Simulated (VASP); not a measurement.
The system is KF.

```
K F
1.0
     3.25895    0.00000    0.00000
     0.00000    3.25895    0.00000
     0.00000    0.00000    3.25895
K F
1 1
Direct
  0.00000 0.00000 0.00000
  0.50000 0.50000 0.50000
```

Base run:

```yaml
Program: VASP 6.6.1
Functional: PBEsol
Potentials_or_basis: VASP PAW PBE potentials, release 64 (K_sv, F)
Cutoff: 600 eV
k_mesh: 8 × 8 × 8
Occupations: gaussian, width 0.1 eV
Spin: no spin polarisation
```

Its results: band gap on the k mesh 6.10 eV, indirect (least direct gap 6.15 eV); pressure -2.5 GPa.

**Question.** The run is repeated on the same cell with these changes: functional from PBEsol to PBE. What comes out?

**Answer.** Band gap on the k mesh 6.26 eV, indirect (least direct gap 6.31 eV); pressure 0.0 GPa.

PBE binds less tightly than PBEsol, so the same cell stands under more pressure.

Caveats: the PAW data sets were made with another functional, which shifts forces and pressure a little (some runs).

A k mesh can miss the band edges.
